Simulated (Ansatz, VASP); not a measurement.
## One calculation of La2HfO2, two programs

Contents of INCAR:

```
PREC = Accurate ; ENCUT = 600
EDIFF = 1E-7 ; ISMEAR = 0
SIGMA = 0.1 ; LREAL = False
LASPH = True ; NELM = 60
ALGO = Normal ; ISIF = 3
LWAVE = False ; LCHARG = False
GGA = PE ; IBRION = 2
NSW = 90 ; EDIFFG = -0.04
```

The input KPOINTS:

```
Automatic mesh
0
Gamma
  6 6 4
```

The input POSCAR:

```
La2HfO2
1.0
    5.3326926500      0.0000000000      0.0000000000
   -2.6663463300      4.6182473100      0.0000000000
    0.0000000000      0.0000000000      4.1141732100
La Hf O
2 1 2
Direct
    0.3333333300      0.6666666700      0.5000000000
    0.6666666700      0.3333333300      0.5000000000
    0.0000000000      0.0000000000      0.0000000000
    0.3333333300      0.6666666700      0.0000000000
    0.6666666700      0.3333333300      0.0000000000
```

Input for Ansatz:

```yaml
crystal:
  lattice:
    - [5.33269265, 0.0, 0.0]
    - [-2.66634633, 4.61824731, 0.0]
    - [0.0, 0.0, 4.11417321]
  atoms:
    - { symbol: La, position: [0.33333333, 0.66666667, 0.5] }
    - { symbol: La, position: [0.66666667, 0.33333333, 0.5] }
    - { symbol: Hf, position: [0.0, 0.0, 0.0] }
    - { symbol: O, position: [0.33333333, 0.66666667, 0.0] }
    - { symbol: O, position: [0.66666667, 0.33333333, 0.0] }
basis:
  ecutwfc: 420
kpoints:
  mp_grid: { grid: [6, 6, 4] }
hamiltonian:
  xc: pbe
scf:
  occupations: { method: gaussian, width: 0.1 }
  lower_state_search: "off"
output:
  forces: true
  stress: true
  eigenvalues: true
relax:
  adjacent_minimum: "off"
  f_tol: 0.04
  max_steps: 70
  cell: { stress_tol: 0.4 }
```

Alike in both runs: task relaxation of cell and atoms; functional PBE; k mesh 6 × 6 × 4; occupations gaussian, width 0.1 eV; no spin polarisation.

```csv
,VASP,Ansatz
version,VASP 6.6.1,Ansatz 0.2.0
potentials or method,"VASP PAW PBE potentials, release 64 (La, Hf_pv, O), cutoff 600 eV","scalar-relativistic, plane waves, PAW"
valence electrons in the cell,44,60
```

VASP gave:

| Item | Value |
| --- | --- |
| gap on the k mesh at the Fermi level, each at its own relaxed structure (eV) | none |
| relaxed volume (Å³/atom) | 22.44 |
| relaxed length of the cell vector where the two differ most in proportion (Å) | 5.400 |

Problem. Which values does Ansatz return?

Solution. gap on the k mesh at the Fermi level, each at its own relaxed structure (eV): none; relaxed volume (Å³/atom): 22.94; relaxed length of the cell vector where the two differ most in proportion (Å): 5.469.

A gap of «none» marks a metal or a gap that the smearing closes. VASP's potentials hold 44 valence electrons a cell and Ansatz's 60, so a difference there can come from the potentials and not from the codes.

The k mesh is coarse, so the values compare programs but aren't converged. Spin-orbit coupling is off throughout.
